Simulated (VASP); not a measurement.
KI, 2 atoms in the cell. It takes space group I4/mmm (No. 139, tetragonal). Conventional cell: a = 5.276 Å, b = 5.276 Å, c = 7.175 Å, α = 90.00°, β = 90.00°, γ = 90.00°. Within 4.7 Å of K (site symmetry 4/mmm) lie 6 I at 3.59 to 3.73 Å. I (site symmetry 4/mmm) has 6 K at 3.59 to 3.73 Å within 4.7 Å. 

- Program: VASP 6.6.1
- Task: single point
- Functional: PBE
- Potentials or basis: VASP PAW PBE potentials, release 64 (K_sv, I)
- Cutoff: 520 eV
- k mesh: 6 × 6 × 6
- Occupations: gaussian, width 0.05 eV
- Spin: no spin polarisation
- Dipole correction: no
- Further INCAR settings: ALGO = Normal; EDIFF = 1e-06; NBANDS = 15

Potentials or basis: VASP PAW PBE potentials, release 64 (K_sv, I).

Launch:

```bash
$ cat potpaw_PBE.64/K_sv/POTCAR potpaw_PBE.64/I/POTCAR > POTCAR
$ mpirun -np 1 vasp_std > vasp.out
```

Hardware: 1 thread of AMD EPYC 7R13, with other jobs on the host.

Q: How long does it take, and how much memory?

A: Wall time 100 s on 1 thread of AMD EPYC 7R13, with other jobs on the host, peak memory 0.23 GiB. Counts: scf iterations 12, k points 30.
